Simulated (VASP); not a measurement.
# MgO in VASP: further runs, part 2 of 2

VASP 6.6.1. Earlier steps stand in the parts before.

**4. Single point, HSE06 (biaxial xy strain +5.0%)**

POSCAR

```
MgO
1.0
    2.7558282587      0.0000000000      0.0000000000
    0.0000000000      2.7558282587      0.0000000000
    0.0000000000      0.0000000000      2.6233491278
Mg O
1 1
Direct
    0.0000000000      0.0000000000      0.0000000000
    0.5000000000      0.5000000000      0.5000000000
```

INCAR.step1

```
SYSTEM = MgO
PREC     = Accurate       ! precision mode
ENCUT    = 520            ! plane-wave cutoff, eV
EDIFF    = 1E-5           ! SCF threshold, eV
ISMEAR   = 0              ! smearing method
SIGMA    = 0.01           ! smearing width, eV
LREAL    = .False.        ! projectors in reciprocal space
LASPH    = .True.         ! aspherical terms in the spheres
NELM     = 80             ! most SCF steps
ALGO     = Normal         ! electronic algorithm
ISIF     = 2              ! what is computed and relaxed
LWAVE    = .True.         ! write WAVECAR
LCHARG   = .False.        ! write CHGCAR
NBANDS   = 11             ! bands
GGA      = PE             ! functional
```

INCAR.step2

```
SYSTEM = MgO
PREC     = Accurate       ! precision mode
ENCUT    = 520            ! plane-wave cutoff, eV
EDIFF    = 1E-6           ! SCF threshold, eV
ISMEAR   = 0              ! smearing method
SIGMA    = 0.01           ! smearing width, eV
LREAL    = .False.        ! projectors in reciprocal space
LASPH    = .True.         ! aspherical terms in the spheres
NELM     = 80             ! most SCF steps
ALGO     = Normal         ! electronic algorithm
ISIF     = 2              ! what is computed and relaxed
LWAVE    = .False.        ! write WAVECAR
LCHARG   = .False.        ! write CHGCAR
GGA      = PE             ! functional
LHFCALC  = .True.         ! exact exchange
HFSCREEN = 0.2079         ! screening, 1/A
PRECFOCK = Normal       
NBANDS   = 11             ! bands
ISTART   = 1
```

KPOINTS

```
regular mesh
0
Gamma
  6 6 6
  0 0 0
```

Potentials or basis: VASP PAW PBE potentials, release 64 (Mg, O).

On the command line:

```console
> cat potpaw_PBE.64/Mg/POTCAR potpaw_PBE.64/O/POTCAR > POTCAR
> cp INCAR.step1 INCAR
> mpirun -np 1 vasp_std > vasp.out
> cp INCAR.step2 INCAR
> mpirun -np 1 vasp_std > vasp.out
```

OUTCAR:

```text
SYSTEM = MgO
   PREC = Accurate
   ENCUT = 520
   EDIFF = 1E-6
   ISMEAR = 0
   LREAL = .False.
   LASPH = .True.
   NELM = 80
   ISIF = 2
   GGA = PE
   LHFCALC = .True.
   HFSCREEN = 0.2079
   PRECFOCK = Normal
   ISTART = 1

 ion  position               nearest neighbor table
   1  0.000  0.000  0.000-   2 2.35   2 2.35   2 2.35   2 2.35   2 2.35   2 2.35   2 2.35   2 2.35

   2  0.500  0.500  0.500-   1 2.35   1 2.35   1 2.35   1 2.35   1 2.35   1 2.35   1 2.35   1 2.35

  LATTYP: Found a simple tetragonal cell.
 ALAT       =     2.7558282587
 C/A-ratio  =     0.9519276535

  Lattice vectors:

 A1 = (   2.7558282587,   0.0000000000,   0.0000000000)
 A2 = (   0.0000000000,   2.7558282587,   0.0000000000)
 A3 = (   0.0000000000,   0.0000000000,   2.6233491278)

Analysis of symmetry for initial positions (statically):
=====================================================================
 Subroutine PRICEL returns:
 Original cell was already a primitive cell.

 Routine SETGRP: Setting up the symmetry group for a
 simple tetragonal supercell.

 Subroutine GETGRP returns: Found 16 space group operations
 (whereof 16 operations were pure point group operations)
 out of a pool of 16 trial point group operations.

The static configuration has the point symmetry D_4h.

Analysis of symmetry for dynamics (positions and initial velocities):
=====================================================================
 Subroutine PRICEL returns:
 Original cell was already a primitive cell.

 Routine SETGRP: Setting up the symmetry group for a
 simple tetragonal supercell.

 Subroutine GETGRP returns: Found 16 space group operations
 (whereof 16 operations were pure point group operations)
 out of a pool of 16 trial point group operations.

The dynamic configuration has the point symmetry D_4h.

 Subroutine INISYM returns: Found 16 space group operations
 (whereof 16 operations are pure point group operations),
[... 130 lines left out ...]
   HFSCREENC=   0.2079 screening length for correlation (either q_TF or 0.3 A-1)
   ENCUTFOCK=  -1.0 apply spherical cutoff to Coloumb kernel
   IVDW    =     0    specifies the selected vdW correction
   LEPSILON=     F    determine dielectric tensor
   LRPA    =     F    only Hartree local field effects (RPA)
 non-spin polarized calculation
 Gauss-broadening in eV      SIGMA  =   0.01
  energy-cutoff  :      520.00
  volume of cell :       19.92
 maximum number of plane-waves:       550
  NGX = 16; NGY = 16; NGZ = 16

 number of electron       8.0000003 magnetization

 Free energy of the ion-electron system (eV)
  ---------------------------------------------------
  ext. energy  EPLUGINS =         0.00000000
  ---------------------------------------------------
  free energy    TOTEN  =       -12.45231836 eV

  energy without entropy =      -12.45231836  energy(sigma->0) =      -12.45231836

 E-fermi :   3.6232     XC(G=0):  -8.9653

 val. band max:        3.4828024499   @ k =   0.5000   0.5000   0.0000
 cond. band min:       6.2976586625   @ k =   0.0000   0.0000   0.0000
 fundamental gap:      2.8148562127
 Fermi energy:         3.6231793474

 k-point     1 :       0.0000    0.0000    0.0000
  band No.  band energies     occupation
      1     -16.4189      2.00000
      2       1.9900      2.00000
      3       1.9900      2.00000
      4       2.6689      2.00000
      5       6.2977      0.00000
      6      14.6535      0.00000
      7      15.6314      0.00000
      8      23.8138      0.00000
      9      23.8138      0.00000
     10      25.2723      0.00000
     11      30.5044      0.00000
[... 309 lines left out ...]
 k-point    24 :       0.5000    0.0000    0.3333
  band No.  band energies     occupation
      1     -14.7394      2.00000
      2      -1.9029      2.00000
      3      -0.4826      2.00000
      4       2.9049      2.00000
      5      10.8720      0.00000
      6      14.4792      0.00000
      7      15.9793      0.00000
      8      19.8307      0.00000
      9      22.3741      0.00000
     10      24.4073      0.00000
     11      28.2193      0.00000

 [... further k-points ...]

------------------------ aborting loop because EDIFF is reached ----------------------------------------

  FORCE on cell =-STRESS in cart. coord.  units (eV):
  Direction    XX          YY          ZZ          XY          YZ          ZX
  --------------------------------------------------------------------------------------
  -------------------------------------------------------------------------------------
  Total       -2.8890427     -2.8890427      0.7421198      0.0000000     -0.0000000      0.0000000
  in kB     -232.3293931   -232.3293931     59.6793642      0.0000000     -0.0000000      0.0000000
  external PRESSURE =    -134.9931406 kB  Pullay stress =       0.0000000 kB

 VOLUME and BASIS-vectors are now :
 -----------------------------------------------------------------------------
  energy-cutoff  :      520.00
  volume of cell :       19.92
      direct lattice vectors                 reciprocal lattice vectors
     2.755828259  0.000000000  0.000000000     0.362867315  0.000000000  0.000000000
     0.000000000  2.755828259  0.000000000     0.000000000  0.362867315  0.000000000
     0.000000000  0.000000000  2.623349128     0.000000000  0.000000000  0.381192114

 POSITION                                       TOTAL-FORCE (eV/Angst)
 -----------------------------------------------------------------------------------
      0.00000      0.00000      0.00000         0.000000      0.000000      0.000000
      1.37791      1.37791      1.31167         0.000000      0.000000      0.000000
 -----------------------------------------------------------------------------------
    total drift:                                0.000543     -0.000797      0.000170

  FREE ENERGIE OF THE ION-ELECTRON SYSTEM (eV)
  ---------------------------------------------------
  free  energy   TOTEN  =       -12.4523183568 eV

  energy  without entropy=      -12.4523183568  energy(sigma->0) =      -12.45231836
```

OUTCAR.step1:

```text
SYSTEM = MgO
   PREC = Accurate
   ENCUT = 520
   EDIFF = 1E-5
   ISMEAR = 0
   LREAL = .False.
   LASPH = .True.
[... 559 lines left out ...]
      0.00000      0.00000      0.00000         0.000000      0.000000      0.000000
      1.37791      1.37791      1.31167         0.000000      0.000000      0.000000
 -----------------------------------------------------------------------------------
    total drift:                                0.000000      0.000000      0.000000

  FREE ENERGIE OF THE ION-ELECTRON SYSTEM (eV)
  ---------------------------------------------------
  free  energy   TOTEN  =       -10.3112432737 eV

  energy  without entropy=      -10.3112432737  energy(sigma->0) =      -10.31124327
```

Run time: 4.4 min. Hardware: 1 thread of Intel Xeon 6975P-C (Granite Rapids), shared host; peak memory 0.24 GiB.

What came out:

| Quantity | Value |
| --- | --- |
| Free energy | -12.4523 eV |
| Pressure | -13.5 GPa |
| Band gap on the k mesh | 2.81 eV (least direct gap 3.63 eV) |

Caveat: the cell differs from its parent crystal (biaxial xy strain +5.0%); the cell stands under tension; the PAW data sets were made with another functional, which shifts forces and pressure a little. A k mesh can miss the band edges.

**5. Single point, HSE06 (shear xy strain +3.0%)**

POSCAR

```
MgO
1.0
    2.6233491278      0.0400060742      0.0000000000
    0.0400060742      2.6233491278      0.0000000000
    0.0000000000      0.0000000000      2.6233491278
Mg O
1 1
Direct
    0.0000000000      0.0000000000      0.0000000000
    0.5000000000      0.5000000000      0.5000000000
```

INCAR.step1

```
SYSTEM = MgO
PREC = Accurate ; ENCUT = 520
EDIFF = 1E-5 ; ISMEAR = 0
SIGMA = 0.01 ; LREAL = .FALSE.
LASPH = .TRUE. ; NELM = 60
ALGO = Normal ; ISIF = 2
LWAVE = .TRUE. ; LCHARG = .FALSE.
NBANDS = 11 ; GGA = PE
```

INCAR.step2

```
SYSTEM = MgO
PREC = Accurate ; ENCUT = 520
EDIFF = 1E-6 ; ISMEAR = 0
SIGMA = 0.01 ; LREAL = .FALSE.
LASPH = .TRUE. ; NELM = 60
ALGO = Normal ; ISIF = 2
LWAVE = .FALSE. ; LCHARG = .FALSE.
GGA = PE ; LHFCALC = .TRUE.
HFSCREEN = 0.2079 ; PRECFOCK = Normal
NBANDS = 11 ; ISTART = 1
```

KPOINTS

```
Automatic mesh
0
G
  6 6 6
  0 0 0
```

On the command line:

```console
> cat potpaw_PBE.64/Mg/POTCAR potpaw_PBE.64/O/POTCAR > POTCAR
> cp INCAR.step1 INCAR
> mpirun -np 1 vasp_std > vasp.out
> cp INCAR.step2 INCAR
> mpirun -np 1 vasp_std > vasp.out
```

Wall time 6.5 min (1 thread of Intel Xeon 6975P-C (Granite Rapids), shared host); peak memory 0.24 GiB.

It converged, with:

```
Free energy            : -12.6070 eV
Pressure               : -1.1 GPa
Band gap on the k mesh : 4.14 eV (least direct gap 5.15 eV)
```

Stress tensor (GPa, compression positive):
```
-1.05  1.88  0.00
 1.88 -1.05  0.00
 0.00  0.00 -1.13
```

Levels at points of the mesh, in eV from the valence-band top:
| k point | band 2 | band 3 | band 4 | band 5 | band 6 | band 7 |
| --- | --- | --- | --- | --- | --- | --- |
| (0.00, 0.00, 0.00) | -1.19 | -1.10 | -1.01 | 4.14 | 12.18 | 12.20 |
| (0.50, 0.00, 0.00) | -7.01 | -0.62 | -0.61 | 8.81 | 11.62 | 16.51 |
| (0.50, 0.50, 0.00) | -5.22 | -5.01 | 0.00 | 6.58 | 14.16 | 14.72 |
| (0.00, 0.00, 0.50) | -7.01 | -0.72 | -0.50 | 8.83 | 11.61 | 16.51 |
| (0.50, 0.00, 0.50) | -5.12 | -5.12 | 0.00 | 6.57 | 14.43 | 14.45 |
| (0.50, 0.50, 0.50) | -4.02 | -3.97 | -3.91 | 8.87 | 9.20 | 9.52 |

Caveat: the cell differs from its parent crystal (shear xy strain +3.0%); the PAW data sets were made with another functional, which shifts forces and pressure a little.

**6. Summary**

| level | cell | k mesh | grid for exact exchange (PRECFOCK) | share of exact exchange | screening parameter | gap on the mesh (eV) | pressure (GPa) |
| --- | --- | --- | --- | --- | --- | --- | --- |
| r2SCAN | a = 2.756, b = 2.756, c = 2.623 Å, 2 atoms | 10 × 10 × 10 | - | - | - | 2.16 | -13.4 |
| r2SCAN | a = 2.624 Å, angles 90.0, 90.0, 88.3°, 2 atoms | 10 × 10 × 10 | - | - | - | 3.46 | -1.1 |
| HSE06 | a = 2.756, b = 2.756, c = 2.623 Å, 2 atoms | 6 × 6 × 6 | Normal | 0.25 | 0.2079 1/Å | 2.81 | -13.5 |
| HSE06 | a = 2.624 Å, angles 90.0, 90.0, 88.3°, 2 atoms | 6 × 6 × 6 | Normal | 0.25 | 0.2079 1/Å | 4.14 | -1.1 |

Alike in all rows: task single point; potentials or basis VASP PAW PBE potentials, release 64 (Mg, O); no spin polarisation; cutoff (eV) 520; smearing gaussian 0.01 eV.

Caveats: the PAW data sets were made with another functional, which shifts forces and pressure a little; the cell stands under tension (at least some runs).

Absolute energies hang on the potentials; compare differences alone.
